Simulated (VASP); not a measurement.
A run of VASP 6.6.1 is set up as follows.

Contents of POSCAR:

```
HfB
1.0
    0.0000000000      2.3252984591      2.3252984591
    2.3252984591      0.0000000000      2.3252984591
    2.3252984591      2.3252984591      0.0000000000
Hf B
1 1
Direct
    0.5000000000      0.5000000000      0.5000000000
    0.0000000000      0.0000000000      0.0000000000
```

Contents of INCAR.step1:

```
PREC = Accurate
ENCUT = 520
EDIFF = 1E-5
ISMEAR = -1
SIGMA = 0.05
LREAL = F
LASPH = T
NELM = 100
ALGO = Normal
ISIF = 2
LWAVE = T
NBANDS = 14
GGA = PE
```

Contents of INCAR.step2:

```
PREC = Accurate
ENCUT = 520
EDIFF = 1E-6
ISMEAR = -1
SIGMA = 0.05
LREAL = F
LASPH = T
NELM = 100
ALGO = Normal
ISIF = 2
LWAVE = F
LCHARG = T
GGA = PE
LHFCALC = T
AEXX = 0.25
PRECFOCK = Normal
LELF = T
LVHAR = T
NBANDS = 14
ISTART = 1
```

File KPOINTS:

```
Automatic mesh
0
Gamma
  6 6 6
```

Potentials or basis: VASP PAW PBE potentials, release 64 (Hf_pv, B).

Run with:

```bash
$ cat potpaw_PBE.64/Hf_pv/POTCAR potpaw_PBE.64/B/POTCAR > POTCAR
$ cp INCAR.step1 INCAR
$ mpirun -np 1 vasp_std > vasp.out
$ cp INCAR.step2 INCAR
$ mpirun -np 1 vasp_std > vasp.out
```

Q: Predict the pressure.

A: 22.3 GPa.

Q: Estimate the band gap on the k mesh.

A: Zero (an odd number of electrons rules out a gap without spin polarisation).

Caveat: the k points lie up to 0.39 Å⁻¹ apart, too coarse for converged energies and pressures of a metal; the PAW data sets were made with another functional, which shifts forces and pressure a little; spin-orbit coupling is left out, which moves the levels of the heavy elements.
